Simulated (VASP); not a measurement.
# Gd (Fm-3m) in VASP: single point with PBE

Aim: the single point of Gd with PBE.

All numbers are computed with VASP 6.6.1; they aren't measurements. Logs are shortened: lines on timing, memory, paths and dates and some standing lists are left out, and cuts for length are marked.

### Step 1. The cell of the first run

Symmetry: Fm-3m, No. 225, cubic system. Conventional cell: a = 5.172 Å, b = 5.172 Å, c = 5.172 Å, α = 90.00°, β = 90.00°, γ = 90.00°. Within 4.8 Å of Gd (site symmetry m-3m) lie 12 Gd at 3.66 Å.

### Step 2. Single point, PBE, collinear spin, ferromagnetic start

INCAR reads:

```
SYSTEM = Gd
PREC     = Accurate       ! precision mode
ENCUT    = 520            ! plane-wave cutoff, eV
EDIFF    = 1E-6           ! SCF threshold, eV
ISMEAR   = -1             ! smearing method
SIGMA    = 0.05           ! smearing width, eV
LREAL    = .FALSE.        ! projectors in reciprocal space
LASPH    = .TRUE.         ! aspherical terms in the spheres
NELM     = 150            ! most SCF steps
ALGO     = Normal         ! electronic algorithm
ISIF     = 2              ! what is computed and relaxed
LWAVE    = .FALSE.        ! write WAVECAR
LCHARG   = .FALSE.        ! write CHGCAR
ISPIN    = 2              ! spin polarisation
MAGMOM   = 7.3            ! initial moments
LORBIT   = 11             ! projections on sites
LMAXMIX  = 6              ! l up to which the mixer works
GGA      = PE             ! functional
NBANDS   = 19             ! bands
```

KPOINTS reads:

```
Automatic mesh
0
G
  12 12 12
  0 0 0
```

POSCAR reads:

```
Gd
1.0
    0.0000000000      2.5858190855      2.5858190855
    2.5858190855      0.0000000000      2.5858190855
    2.5858190855      2.5858190855      0.0000000000
Gd
1
Direct
    0.0000000000      0.0000000000      0.0000000000
```

Potentials or basis: VASP PAW PBE potentials, release 64 (Gd).

Run with:

```
$ cat potpaw_PBE.64/Gd/POTCAR > POTCAR
$ mpirun -np 1 vasp_std > vasp.out
```

OUTCAR:

```text
SYSTEM = Gd
   PREC = Accurate
   ENCUT = 520
   EDIFF = 1E-6
   ISMEAR = -1
   LREAL = .FALSE.
   LASPH = .TRUE.
   NELM = 150
   ISIF = 2
   ISPIN = 2
   LORBIT = 11
   GGA = PE

 ion  position               nearest neighbor table
   1  0.000  0.000  0.000-

  LATTYP: Found a face centered cubic cell.
 ALAT       =     5.1716381710

  Lattice vectors:

 A1 = (   0.0000000000,   2.5858190855,   2.5858190855)
 A2 = (   2.5858190855,   0.0000000000,   2.5858190855)
 A3 = (   2.5858190855,   2.5858190855,   0.0000000000)

Analysis of symmetry for initial positions (statically):
=====================================================================
 Subroutine PRICEL returns:
 Original cell was already a primitive cell.

 Routine SETGRP: Setting up the symmetry group for a
 face centered cubic supercell.

 Subroutine GETGRP returns: Found 48 space group operations
 (whereof 48 operations were pure point group operations)
 out of a pool of 48 trial point group operations.

The static configuration has the point symmetry O_h .

Analysis of symmetry for dynamics (positions and initial velocities):
=====================================================================
 Subroutine PRICEL returns:
 Original cell was already a primitive cell.

 Routine SETGRP: Setting up the symmetry group for a
 face centered cubic supercell.

 Subroutine GETGRP returns: Found 48 space group operations
 (whereof 48 operations were pure point group operations)
 out of a pool of 48 trial point group operations.

The dynamic configuration has the point symmetry O_h .

Analysis of structural, dynamic, and magnetic symmetry:
=====================================================================
 Subroutine PRICEL returns:
 Original cell was already a primitive cell.

 Routine SETGRP: Setting up the symmetry group for a
 face centered cubic supercell.

 Subroutine GETGRP returns: Found 48 space group operations
 (whereof 48 operations were pure point group operations)
 out of a pool of 48 trial point group operations.

The overall configuration has the point symmetry O_h .

 Subroutine INISYM returns: Found 48 space group operations
 (whereof 48 operations are pure point group operations),
 and found     1 'primitive' translations

----------------------------------------------------------------------------------------

                                     Primitive cell

  volume of cell :      34.5800

  direct lattice vectors                    reciprocal lattice vectors
     0.000000000  2.585819085  2.585819085    -0.193362329  0.193362329  0.193362329
     2.585819085  0.000000000  2.585819085     0.193362329 -0.193362329  0.193362329
     2.585819085  2.585819085  0.000000000     0.193362329  0.193362329 -0.193362329

  length of vectors
     3.656900421  3.656900421  3.656900421     0.334913378  0.334913378  0.334913378

  position of ions in fractional coordinates (direct lattice)
     0.000000000  0.000000000  0.000000000

  ion indices of the primitive-cell ions
   primitive index   ion index
                 1           1

----------------------------------------------------------------------------------------

 KPOINTS: Automatic mesh

Automatic generation of k-mesh.
 Grid dimensions read from file:
 generate k-points for:   12   12   12

 Generating k-lattice:

  Cartesian coordinates                     Fractional coordinates (reciprocal lattice)
    -0.016113527  0.016113527  0.016113527     0.083333333  0.000000000  0.000000000
     0.016113527 -0.016113527  0.016113527     0.000000000  0.083333333  0.000000000
     0.016113527  0.016113527 -0.016113527     0.000000000  0.000000000  0.083333333

  Length of vectors
     0.027909448  0.027909448  0.027909448

  Shift w.r.t. Gamma in fractional coordinates (k-lattice)
     0.000000000  0.000000000  0.000000000

 Subroutine IBZKPT returns following result:
 ===========================================

 Found     72 irreducible k-points:

 Following reciprocal coordinates:
            Coordinates               Weight
  0.000000  0.000000  0.000000      1.000000
  0.083333  0.000000  0.000000      8.000000
  0.166667  0.000000  0.000000      8.000000
  0.250000  0.000000  0.000000      8.000000
  0.333333  0.000000  0.000000      8.000000
  0.416667  0.000000  0.000000      8.000000
[... 16 lines left out ...]
  0.500000  0.166667  0.000000     24.000000
 -0.416667  0.166667  0.000000     24.000000
 [... further k-points ...]
   k-points           NKPTS =     72   k-points in BZ     NKDIM =     72   number of bands    NBANDS=     19
   number of dos      NEDOS =    301   number of ions     NIONS =      1
   total plane-waves  NPLWV =  21952
   dimension x,y,z NGX =    28 NGY =   28 NGZ =   28
   dimension x,y,z NGXF=    56 NGYF=   56 NGZF=   56
   ions per type =               1
   NGX,Y,Z   is equivalent  to a cutoff of  12.73, 12.73, 12.73 a.u.
   NGXF,Y,Z  is equivalent  to a cutoff of  25.46, 25.46, 25.46 a.u.
 SYSTEM =  Gd
   PREC   = accura    normal or accurate (medium, high low for compatibility)
   ISTART =      0    job   : 0-new  1-cont  2-samecut
   ICHARG =      2    charge: 1-file 2-atom 10-const
   ISPIN  =      2    spin polarized calculation?
   LNONCOLLINEAR =      F non collinear calculations
   LSORBIT =      F    spin-orbit coupling
   LASPH  =      T    aspherical Exc in radial PAW
   ENCUT  =  520.0 eV  38.22 Ry    6.18 a.u.   6.80  6.80  6.80*2*pi/ulx,y,z
   NELM   =    150;   NELMIN=  2; NELMDL= -5     # of ELM steps
   EDIFF  = 0.1E-05   stopping-criterion for ELM
   LREAL  =      F    real-space projection
   EDIFFG = 0.1E-04   stopping-criterion for IOM
   NSW    =      0    number of steps for IOM
   IBRION =     -1    ionic relax: 0-MD 1-quasi-New 2-CG
   NFREE  =      0    steps in history (QN), initial steepest desc. (CG)
   ISIF   =      2    stress and relaxation
   ISYM   =      2    0-nonsym 1-usesym 2-fastsym
   POTIM  = 0.5000    time-step for ionic-motion
   TEBEG  =    0.0;   TEEND  =   0.0 temperature during run
   PSTRESS=    0.0 pullay stress
   NELECT =      18.0000    total number of electrons
   NUPDOWN=      -1.0000    fix difference up-down
   EMIN   =  10.00;   EMAX   =-10.00  energy-range for DOS
   EFERMI =   0.00;   METHOD = LEGACY
   ISMEAR =    -1;   SIGMA  =   0.05  broadening in eV -4-tet -1-fermi 0-gaus
   EFERMI_NEDOS =   21; number of points for ismear=-14 and -15
   IALGO  =     38    algorithm
   IMIX   =      4    mixing-type and parameters
     AMIX     =   0.40;   BMIX     =  1.00
     AMIX_MAG =   1.60;   BMIX_MAG =  1.00
  volume/ion in A,a.u.               =      34.58       233.36
  Fermi-wavevector in a.u.,A,eV,Ry     =   1.316914  2.488607 23.596086  1.734263
  Thomas-Fermi vector in A             =   2.446993
   LORBIT       =     11    0 simple, 1 ext, 2 COOP (PROOUT), +10 PAW based schemes
   GGA     = PE    functional components
   LHFCALC =     F    Hartree Fock is set to
   AEXX    =    0.0000 exact exchange contribution
   IVDW    =     0    specifies the selected vdW correction
   LEPSILON=     F    determine dielectric tensor
   LRPA    =     F    only Hartree local field effects (RPA)
 spin polarized calculation
  energy-cutoff  :      520.00
  volume of cell :       34.58
 maximum number of plane-waves:       950
   NGX = 13   NGY = 13   NGZ = 13

 number of electron      18.0000002 magnetization       7.5260972

 Free energy of the ion-electron system (eV)
  ---------------------------------------------------
  ext. energy  EPLUGINS =         0.00000000
  ---------------------------------------------------
  free energy    TOTEN  =       -11.66051645 eV

  energy without entropy =      -11.63702451  energy(sigma->0) =      -11.64877048

 E-fermi :   2.8291     XC(G=0):  -9.7842

 val. band max:        2.8262977405   @ k =  -0.2500   0.1667   0.0000
 cond. band min:       2.8453792959   @ k =   0.4167   0.2500   0.0000
 fundamental gap:      0.0190815554
 Fermi energy:         2.8290961586

 spin component 1

 k-point     1 :       0.0000    0.0000    0.0000
  band No.  band energies     occupation
      1     -42.5460      1.00000
      2     -19.6134      1.00000
      3     -19.6134      1.00000
      4     -19.6134      1.00000
      5      -2.2166      1.00000
      6      -2.1519      1.00000
[... 11 lines left out ...]
     18      11.5882      0.00000
     19      14.9021      0.00000

 k-point     2 :       0.0833    0.0000    0.0000
  band No.  band energies     occupation
      1     -42.5426      1.00000
      2     -19.6561      1.00000
      3     -19.6189      1.00000
      4     -19.6189      1.00000
      5      -2.1471      1.00000
      6      -2.0913      1.00000
[... 476 lines left out ...]
 k-point    24 :      -0.4167    0.1667    0.0000
  band No.  band energies     occupation
      1     -42.4901      1.00000
      2     -20.1597      1.00000
      3     -19.8049      1.00000
      4     -19.7162      1.00000
      5      -2.1165      1.00000
      6      -2.1100      1.00000
[... 11 lines left out ...]
     18       9.9210      0.00000
     19      12.8647      0.00000

 [... further k-points ...]

 spin component 2

 k-point     1 :       0.0000    0.0000    0.0000
  band No.  band energies     occupation
      1     -39.3304      1.00000
      2     -17.2505      1.00000
      3     -17.2505      1.00000
      4     -17.2505      1.00000
      5      -1.4083      1.00000
      6       3.0682      0.00830
[... 11 lines left out ...]
     18      12.7295      0.00000
     19      15.6358      0.00000

 k-point     2 :       0.0833    0.0000    0.0000
  band No.  band energies     occupation
      1     -39.3260      1.00000
      2     -17.3037      1.00000
      3     -17.2570      1.00000
      4     -17.2570      1.00000
      5      -1.2215      1.00000
      6       3.0593      0.00991
[... 476 lines left out ...]
 k-point    24 :      -0.4167    0.1667    0.0000
  band No.  band energies     occupation
      1     -39.2590      1.00000
      2     -17.9201      1.00000
      3     -17.4835      1.00000
      4     -17.3737      1.00000
      5       1.8867      1.00000
      6       2.9706      0.05576
[... 11 lines left out ...]
     18      11.2361      0.00000
     19      13.8163      0.00000

 [... further k-points ...]

------------------------ aborting loop because EDIFF is reached ----------------------------------------

  FORCE on cell =-STRESS in cart. coord.  units (eV):
  Direction    XX          YY          ZZ          XY          YZ          ZX
  --------------------------------------------------------------------------------------
  -------------------------------------------------------------------------------------
  Total       -0.2625991     -0.2625991     -0.2625991     -0.0000000      0.0000000      0.0000000
  in kB      -12.1668838    -12.1668838    -12.1668838     -0.0000000      0.0000000      0.0000000
  external PRESSURE =     -12.1668838 kB  Pullay stress =       0.0000000 kB

 VOLUME and BASIS-vectors are now :
 -----------------------------------------------------------------------------
  energy-cutoff  :      520.00
  volume of cell :       34.58
      direct lattice vectors                 reciprocal lattice vectors
     0.000000000  2.585819085  2.585819085    -0.193362329  0.193362329  0.193362329
     2.585819085  0.000000000  2.585819085     0.193362329 -0.193362329  0.193362329
     2.585819085  2.585819085  0.000000000     0.193362329  0.193362329 -0.193362329

 POSITION                                       TOTAL-FORCE (eV/Angst)
 -----------------------------------------------------------------------------------
      0.00000      0.00000      0.00000         0.000000      0.000000      0.000000
 -----------------------------------------------------------------------------------
    total drift:                               -0.000000     -0.000000     -0.000000

  FREE ENERGIE OF THE ION-ELECTRON SYSTEM (eV)
  ---------------------------------------------------
  free  energy   TOTEN  =       -11.6605164482 eV

  energy  without entropy=      -11.6370245079  energy(sigma->0) =      -11.64877048

 total charge

# of ion       s       p       d       f       tot
--------------------------------------------------
    1        2.071   5.563   0.556   6.995  15.186

 magnetization (x)

# of ion       s       p       d       f       tot
--------------------------------------------------
    1        0.002  -0.057   0.192   6.808   6.944
```

Run time: 2 min. Hardware: 1 thread of Intel Xeon Platinum 8488C (Sapphire Rapids), shared host; peak memory 0.23 GiB.

What came out:

| Property | Result |
| --- | --- |
| Free energy | -11.6605 eV |
| Pressure | -1.2 GPa |
| Net moment | 7.53 μB per cell |
| Site moments | Gd +6.94 μB |
| Valence electrons inside the program's atomic spheres | Gd 15.19 |

Caveat: spin-orbit coupling is left out, which moves the levels of the heavy elements.
